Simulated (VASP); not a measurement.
Au: single point with PBE

Au:

```
CELL_PARAMETERS angstrom
2.91696 0.00000 0.00000
-1.45848 2.52616 0.00000
0.00000 0.00000 4.89003
ATOMIC_POSITIONS crystal
Au 0.33333 0.66667 0.75000
Au 0.66667 0.33333 0.25000
```

```yaml
Program: VASP 6.6.1
Task: single point
Functional: PBE
Potentials_or_basis: VASP PAW PBE potentials, release 64 (Au)
Cutoff: 520 eV
k_mesh: 18 × 18 × 10
Occupations: gaussian, width 0.1 eV
Spin: no spin polarisation
Dipole_correction: no
Further_INCAR_settings: ALGO = Normal; EDIFF = 1e-06; NBANDS = 18
```

- Pressure: -0.2 GPa
- Band gap on the k mesh: zero (band 11 reaches 12.58 eV, above the bottom of band 12 at 6.01 eV)

Levels at points of the mesh, in eV from the Fermi level:
| k point | band 9 | band 10 | band 11 | band 12 | band 13 | band 14 |
| --- | --- | --- | --- | --- | --- | --- |
| (0.00, 0.00, 0.00) | -3.36 | -2.11 | -2.11 | -0.84 | 2.47 | 14.63 |
| (0.50, 0.00, 0.00) | -1.83 | -1.66 | 0.39 | 1.47 | 5.65 | 7.01 |
| (0.00, 0.00, 0.50) | -2.53 | -2.53 | -2.53 | -2.53 | 10.33 | 10.33 |
| (0.50, 0.00, 0.50) | -1.73 | -1.73 | 0.61 | 0.61 | 3.71 | 3.71 |

It took 54 s on 1 thread of Intel(R) Xeon(R) Platinum 8259CL CPU @ 2.50GHz (Skylake/Cascade Lake), with other jobs on the host, peak memory 0.24 GiB.

Caveat: spin-orbit coupling is left out, which moves the levels of the heavy elements.
